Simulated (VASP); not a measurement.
**WC: single point with PBEsol**

Crystal: WC.

```
W C
1.0
     0.00000    2.17256    2.17256
     2.17256    0.00000    2.17256
     2.17256    2.17256    0.00000
W C
1 1
Direct
  0.00000 0.00000 0.00000
  0.50000 0.50000 0.50000
```

| Property | Result |
| --- | --- |
| Program | VASP 6.6.1 |
| Task | single point |
| Functional | PBEsol |
| Potentials or basis | VASP PAW PBE potentials, release 64 (W_sv, C) |
| Cutoff | 520 eV |
| k mesh | 10 × 10 × 10 |
| Occupations | fermi-dirac, width 0.1 eV |
| Spin | no spin polarisation |

The pressure is 1.1 GPa. The band gap on the k mesh is zero (band 9 reaches 13.79 eV, above the bottom of band 10 at 10.46 eV).

Levels at points of the mesh, in eV from the Fermi level:
```tsv
k point	band 6	band 7	band 8	band 9	band 10	band 11	band 12	band 13
(0.00, 0.00, 0.00)	-2.89	-2.89	-2.89	-1.10	-1.10	-1.10	-1.02	-1.02
(0.50, 0.00, 0.00)	-10.07	-6.80	-6.80	1.09	1.09	2.43	4.92	9.10
(0.50, 0.50, 0.00)	-6.03	-5.67	-2.54	-2.54	0.88	2.37	2.37	5.67
```

Run time: 7.7 s on 1 thread of Intel(R) Xeon(R) Platinum 8559C (Emerald Rapids), with other jobs on the host, peak memory 0.15 GiB.

Caveat: the PAW data sets were made with another functional, which shifts forces and pressure a little; spin-orbit coupling is left out, which moves the levels of the heavy elements.
